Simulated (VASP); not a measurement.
# GaP (F-43m) in VASP: a series of runs

GaP is run at these levels: LDA; tasks: single point.

All numbers are computed with VASP 6.6.1; they aren't measurements. Logs are shortened: lines on timing, memory, paths and dates and some standing lists are left out, and cuts for length are marked.

**1. The cell of the first run**

It takes space group F-43m (No. 216, cubic). The conventional cell has a = 5.170 Å, b = 5.170 Å, c = 5.170 Å, α = 90.00°, β = 90.00°, γ = 90.00°. Within 3.0 Å of Ga (site symmetry -43m) lie 4 P at 2.24 Å. P (site symmetry -43m) has 4 Ga at 2.24 Å within 3.0 Å.

**2. Single point, LDA**

Contents of INCAR:

```
ALGO     = Normal         # electronic algorithm
EDIFF    = 1E-6           # SCF threshold, eV
ENCUT    = 520            # plane-wave cutoff, eV
ISIF     = 2              # what is computed and relaxed
ISMEAR   = 0              # smearing method
LASPH    = T              # aspherical terms in the spheres
LCHARG   = F              # write CHGCAR
LREAL    = F              # projectors in reciprocal space
LWAVE    = F              # write WAVECAR
NBANDS   = 16             # bands
NELM     = 60             # most SCF steps
PREC     = Accurate       # precision mode
SIGMA    = 0.01           # smearing width, eV
```

Contents of KPOINTS:

```
k-points
0
Gamma
  8 8 8
```

Contents of POSCAR:

```
GaP
1.0
    2.5847951302      2.5847951302      0.0000000000
   -2.5847951302      2.5847951302      0.0000000000
    0.0000000000      2.5847951302      2.5847951302
Ga P
1 1
Direct
    0.0000000000      0.0000000000      0.0000000000
    0.7500000000      0.2500000000      0.5000000000
```

Potentials or basis: VASP PAW LDA potentials, release 64 (Ga_d, P).

Run with:

```console
> cat potpaw_LDA.64/Ga_d/POTCAR potpaw_LDA.64/P/POTCAR > POTCAR
> mpirun -np 1 vasp_std > vasp.out
```

OUTCAR:

```text
EDIFF = 1E-6
   ENCUT = 520
   ISIF = 2
   ISMEAR = 0
   LASPH = T
   LREAL = F
   NELM = 60
   PREC = Accurate

 ion  position               nearest neighbor table
   1  0.000  0.000  0.000-   2 2.24   2 2.24   2 2.24   2 2.24
   2  0.750  0.250  0.500-   1 2.24   1 2.24   1 2.24   1 2.24

  LATTYP: Found a face centered cubic cell.
 ALAT       =     5.1695902604

  Lattice vectors:

 A1 = (   0.0000000000,   2.5847951302,   2.5847951302)
 A2 = (   2.5847951302,   0.0000000000,   2.5847951302)
 A3 = (   2.5847951302,   2.5847951302,   0.0000000000)

Analysis of symmetry for initial positions (statically):
=====================================================================
 Subroutine PRICEL returns:
 Original cell was already a primitive cell.

 Routine SETGRP: Setting up the symmetry group for a
 face centered cubic supercell.

 Subroutine GETGRP returns: Found 24 space group operations
 (whereof 24 operations were pure point group operations)
 out of a pool of 48 trial point group operations.

The static configuration has the point symmetry T_d .

Analysis of symmetry for dynamics (positions and initial velocities):
=====================================================================
 Subroutine PRICEL returns:
 Original cell was already a primitive cell.

 Routine SETGRP: Setting up the symmetry group for a
 face centered cubic supercell.

 Subroutine GETGRP returns: Found 24 space group operations
 (whereof 24 operations were pure point group operations)
 out of a pool of 48 trial point group operations.

The dynamic configuration has the point symmetry T_d .

 Subroutine INISYM returns: Found 24 space group operations
 (whereof 24 operations are pure point group operations),
 and found     1 'primitive' translations

----------------------------------------------------------------------------------------

                                     Primitive cell

  volume of cell :      34.5389

  direct lattice vectors                    reciprocal lattice vectors
     2.584795130  2.584795130  0.000000000     0.193438928  0.193438928 -0.193438928
    -2.584795130  2.584795130  0.000000000    -0.193438928  0.193438928 -0.193438928
     0.000000000  2.584795130  2.584795130     0.000000000  0.000000000  0.386877857

  length of vectors
     3.655452329  3.655452329  3.655452329     0.335046052  0.335046052  0.386877857

  position of ions in fractional coordinates (direct lattice)
     0.000000000  0.000000000  0.000000000
     0.750000000  0.250000000  0.500000000

  ion indices of the primitive-cell ions
   primitive index   ion index
                 1           1
                 2           2

----------------------------------------------------------------------------------------

 KPOINTS: k-points

Automatic generation of k-mesh.
 Grid dimensions read from file:
 generate k-points for:    8    8    8

 Generating k-lattice:

  Cartesian coordinates                     Fractional coordinates (reciprocal lattice)
     0.024179866  0.024179866 -0.024179866     0.125000000  0.000000000  0.000000000
    -0.024179866  0.024179866 -0.024179866     0.000000000  0.125000000  0.000000000
     0.000000000  0.000000000  0.048359732     0.000000000  0.000000000  0.125000000

  Length of vectors
     0.041880757  0.041880757  0.048359732

  Shift w.r.t. Gamma in fractional coordinates (k-lattice)
     0.000000000  0.000000000  0.000000000

 Subroutine IBZKPT returns following result:
 ===========================================

 Found     29 irreducible k-points:

 Following reciprocal coordinates:
            Coordinates               Weight
  0.000000  0.000000  0.000000      1.000000
  0.125000  0.000000  0.000000      8.000000
  0.250000  0.000000  0.000000      8.000000
  0.375000  0.000000  0.000000      8.000000
  0.500000  0.000000  0.000000      4.000000
  0.125000  0.125000  0.000000     12.000000
[... 16 lines left out ...]
  0.375000  0.250000  0.125000     48.000000
  0.500000  0.250000  0.125000     24.000000
 [... further k-points ...]
   k-points           NKPTS =     29   k-points in BZ     NKDIM =     29   number of bands    NBANDS=     16
   number of dos      NEDOS =    301   number of ions     NIONS =      2
   total plane-waves  NPLWV =  21952
   dimension x,y,z NGX =    28 NGY =   28 NGZ =   28
   dimension x,y,z NGXF=    56 NGYF=   56 NGZF=   56
   ions per type =               1   1
   NGX,Y,Z   is equivalent  to a cutoff of  12.73, 12.73, 12.73 a.u.
   NGXF,Y,Z  is equivalent  to a cutoff of  25.47, 25.47, 25.47 a.u.
 SYSTEM =  unknown system
   PREC   = accura    normal or accurate (medium, high low for compatibility)
   ISTART =      0    job   : 0-new  1-cont  2-samecut
   ICHARG =      2    charge: 1-file 2-atom 10-const
   ISPIN  =      1    spin polarized calculation?
   LNONCOLLINEAR =      F non collinear calculations
   LSORBIT =      F    spin-orbit coupling
   LASPH  =      T    aspherical Exc in radial PAW
   ENCUT  =  520.0 eV  38.22 Ry    6.18 a.u.   6.80  6.80  6.80*2*pi/ulx,y,z
   NELM   =     60;   NELMIN=  2; NELMDL= -5     # of ELM steps
   EDIFF  = 0.1E-05   stopping-criterion for ELM
   LREAL  =      F    real-space projection
   EDIFFG = 0.1E-04   stopping-criterion for IOM
   NSW    =      0    number of steps for IOM
   IBRION =     -1    ionic relax: 0-MD 1-quasi-New 2-CG
   NFREE  =      0    steps in history (QN), initial steepest desc. (CG)
   ISIF   =      2    stress and relaxation
   ISYM   =      2    0-nonsym 1-usesym 2-fastsym
   POTIM  = 0.5000    time-step for ionic-motion
   TEBEG  =    0.0;   TEEND  =   0.0 temperature during run
   PSTRESS=    0.0 pullay stress
   NELECT =      18.0000    total number of electrons
   NUPDOWN=      -1.0000    fix difference up-down
   EMIN   =  10.00;   EMAX   =-10.00  energy-range for DOS
   EFERMI =   0.00;   METHOD = LEGACY
   ISMEAR =     0;   SIGMA  =   0.01  broadening in eV -4-tet -1-fermi 0-gaus
   EFERMI_NEDOS =   21; number of points for ismear=-14 and -15
   IALGO  =     38    algorithm
   IMIX   =      4    mixing-type and parameters
     AMIX     =   0.40;   BMIX     =  1.00
     AMIX_MAG =   1.60;   BMIX_MAG =  1.00
  volume/ion in A,a.u.               =      17.27       116.54
  Fermi-wavevector in a.u.,A,eV,Ry     =   1.317436  2.489593 23.614785  1.735638
  Thomas-Fermi vector in A             =   2.447477
   LORBIT       =      0    0 simple, 1 ext, 2 COOP (PROOUT), +10 PAW based schemes
   GGA     = CA    functional components
   LHFCALC =     F    Hartree Fock is set to
   AEXX    =    0.0000 exact exchange contribution
   IVDW    =     0    specifies the selected vdW correction
   LEPSILON=     F    determine dielectric tensor
   LRPA    =     F    only Hartree local field effects (RPA)
 non-spin polarized calculation
 Gauss-broadening in eV      SIGMA  =   0.01
  energy-cutoff  :      520.00
  volume of cell :       34.54
 maximum number of plane-waves:       950
   NGX = 13   NGY = 13   NGZ = 13

 number of electron      18.0000010 magnetization

 Free energy of the ion-electron system (eV)
  ---------------------------------------------------
  ext. energy  EPLUGINS =         0.00000000
  ---------------------------------------------------
  free energy    TOTEN  =       -10.25262195 eV

  energy without entropy =      -10.25262195  energy(sigma->0) =      -10.25262195

 E-fermi :   6.3507     XC(G=0): -10.8903

 val. band max:        6.2913675856   @ k =   0.0000   0.0000   0.0000
 cond. band min:       7.4276738968   @ k =   0.5000   0.5000   0.0000
 fundamental gap:      1.1363063113
 Fermi energy:         6.3506685928

 k-point     1 :       0.0000    0.0000    0.0000
  band No.  band energies     occupation
      1      -8.7960      2.00000
      2      -8.7960      2.00000
      3      -8.7960      2.00000
      4      -8.6398      2.00000
      5      -8.6398      2.00000
      6      -7.5316      2.00000
[... 8 lines left out ...]
     15      16.2958      0.00000
     16      16.2958      0.00000

 k-point     2 :       0.1250    0.0000    0.0000
  band No.  band energies     occupation
      1      -8.8244      2.00000
      2      -8.7883      2.00000
      3      -8.7883      2.00000
      4      -8.6401      2.00000
      5      -8.6401      2.00000
      6      -7.2802      2.00000
[... 8 lines left out ...]
     15      15.5367      0.00000
     16      16.5069      0.00000

 k-point     3 :       0.2500    0.0000    0.0000
  band No.  band energies     occupation
      1      -8.8780      2.00000
      2      -8.7722      2.00000
      3      -8.7722      2.00000
      4      -8.6381      2.00000
      5      -8.6381      2.00000
      6      -6.5741      2.00000
[... 8 lines left out ...]
     15      15.3477      0.00000
     16      16.4311      0.00000

 k-point     4 :       0.3750    0.0000    0.0000
  band No.  band energies     occupation
      1      -8.9209      2.00000
      2      -8.7603      2.00000
      3      -8.7603      2.00000
      4      -8.6316      2.00000
      5      -8.6316      2.00000
      6      -5.5581      2.00000
[... 8 lines left out ...]
     15      16.7731      0.00000
     16      16.8301      0.00000
[... 324 lines left out ...]
 k-point    22 :       0.2500    0.2500    0.1250
  band No.  band energies     occupation
      1      -8.9095      2.00000
      2      -8.7534      2.00000
      3      -8.7465      2.00000
      4      -8.6607      2.00000
      5      -8.6250      2.00000
      6      -5.9804      2.00000
[... 8 lines left out ...]
     15      18.0407      0.00000
     16      19.5631      0.00000

 k-point    23 :       0.3750    0.2500    0.1250
  band No.  band energies     occupation
      1      -8.9314      2.00000
      2      -8.7482      2.00000
      3      -8.7317      2.00000
      4      -8.6570      2.00000
      5      -8.6253      2.00000
      6      -5.0141      2.00000
[... 8 lines left out ...]
     15      18.5457      0.00000
     16      19.7408      0.00000

 k-point    24 :       0.5000    0.2500    0.1250
  band No.  band energies     occupation
      1      -8.9393      2.00000
      2      -8.7477      2.00000
      3      -8.7267      2.00000
      4      -8.6506      2.00000
      5      -8.6281      2.00000
      6      -4.3699      2.00000
[... 8 lines left out ...]
     15      18.6996      0.00000
     16      19.6531      0.00000

 [... further k-points ...]

------------------------ aborting loop because EDIFF is reached ----------------------------------------

  FORCE on cell =-STRESS in cart. coord.  units (eV):
  Direction    XX          YY          ZZ          XY          YZ          ZX
  --------------------------------------------------------------------------------------
  -------------------------------------------------------------------------------------
  Total        3.2537967      3.2537967      3.2537967     -0.0000000      0.0000000     -0.0000000
  in kB      150.9359266    150.9359266    150.9359266     -0.0000000      0.0000000     -0.0000000
  external PRESSURE =     150.9359266 kB  Pullay stress =       0.0000000 kB

 VOLUME and BASIS-vectors are now :
 -----------------------------------------------------------------------------
  energy-cutoff  :      520.00
  volume of cell :       34.54
      direct lattice vectors                 reciprocal lattice vectors
     2.584795130  2.584795130  0.000000000     0.193438928  0.193438928 -0.193438928
    -2.584795130  2.584795130  0.000000000    -0.193438928  0.193438928 -0.193438928
     0.000000000  2.584795130  2.584795130     0.000000000  0.000000000  0.386877857

 POSITION                                       TOTAL-FORCE (eV/Angst)
 -----------------------------------------------------------------------------------
      0.00000      0.00000      0.00000        -0.000000     -0.000000     -0.000000
      1.29240      3.87719      1.29240         0.000000      0.000000      0.000000
 -----------------------------------------------------------------------------------
    total drift:                               -0.000001      0.000000     -0.000000

  FREE ENERGIE OF THE ION-ELECTRON SYSTEM (eV)
  ---------------------------------------------------
  free  energy   TOTEN  =       -10.2526219507 eV

  energy  without entropy=      -10.2526219507  energy(sigma->0) =      -10.25262195
```

Wall time 14 s (1 thread of Intel Xeon Platinum 8259CL at 2.50GHz (Skylake/Cascade Lake), shared host); peak memory 0.14 GiB.

What came out:

| Quantity | Value |
| --- | --- |
| Free energy | -10.2526 eV |
| Pressure | 15.1 GPa |
| Band gap on the k mesh | 1.14 eV, indirect (least direct gap 2.99 eV) |

Levels at points of the mesh, in eV from the valence-band top:
| k point | band 5 | band 6 | band 7 | band 8 | band 9 | band 10 | band 11 | band 12 | band 13 | band 14 |
| --- | --- | --- | --- | --- | --- | --- | --- | --- | --- | --- |
| (0.00, 0.00, 0.00) | -14.93 | -13.82 | 0.00 | 0.00 | 0.00 | 2.99 | 3.71 | 3.71 | 3.71 | 9.24 |
| (0.50, 0.00, 0.00) | -14.92 | -11.17 | -7.72 | -1.39 | -1.39 | 2.01 | 4.55 | 4.55 | 8.27 | 11.89 |
| (0.50, 0.50, 0.00) | -14.89 | -10.03 | -7.66 | -3.32 | -3.32 | 1.14 | 1.46 | 11.65 | 11.65 | 12.54 |

**3. Single point, LDA**

Contents of INCAR:

```
SYSTEM = GaP
PREC = Accurate
ENCUT = 520
EDIFF = 1E-7
ISMEAR = 0
SIGMA = 0.01
LREAL = .False.
LASPH = .True.
NELM = 60
ALGO = Normal
ISIF = 2
LWAVE = .False.
LCHARG = .False.
NBANDS = 16
```

Contents of KPOINTS:

```
regular mesh
0
Gamma
  8 8 8
  0 0 0
```

POSCAR is that of step 2.

Potentials or basis: VASP PAW LDA potentials, release 64 (Ga_d, P).

Run with:

```console
> cat potpaw_LDA.64/Ga_d/POTCAR potpaw_LDA.64/P/POTCAR > POTCAR
> mpirun -np 1 vasp_std > vasp.out
```

Run time: 15 s. Hardware: 1 thread of Intel Xeon Platinum 8259CL at 2.50GHz (Skylake/Cascade Lake), shared host; peak memory 0.14 GiB.

Results (log left out):

```
Free energy            : -10.2526 eV
Pressure               : 15.1 GPa
Band gap on the k mesh : 1.14 eV, indirect (least direct gap 2.99 eV)
```

Levels at points of the mesh, in eV from the valence-band top:
```
           k point  band 5  band 6  band 7  band 8  band 9  band 10  band 11  band 12  band 13  band 14
(0.00, 0.00, 0.00)  -14.93  -13.82    0.00    0.00    0.00     2.99     3.71     3.71     3.71     9.24
(0.50, 0.00, 0.00)  -14.92  -11.17   -7.72   -1.39   -1.39     2.01     4.55     4.55     8.27    11.89
(0.50, 0.50, 0.00)  -14.90  -10.03   -7.66   -3.32   -3.32     1.14     1.46    11.65    11.65    12.54
```

A k mesh can miss the band edges. A hybrid or GW would open this gap; LDA tends to underestimate it.

(Part 1 of 2 ends here.)
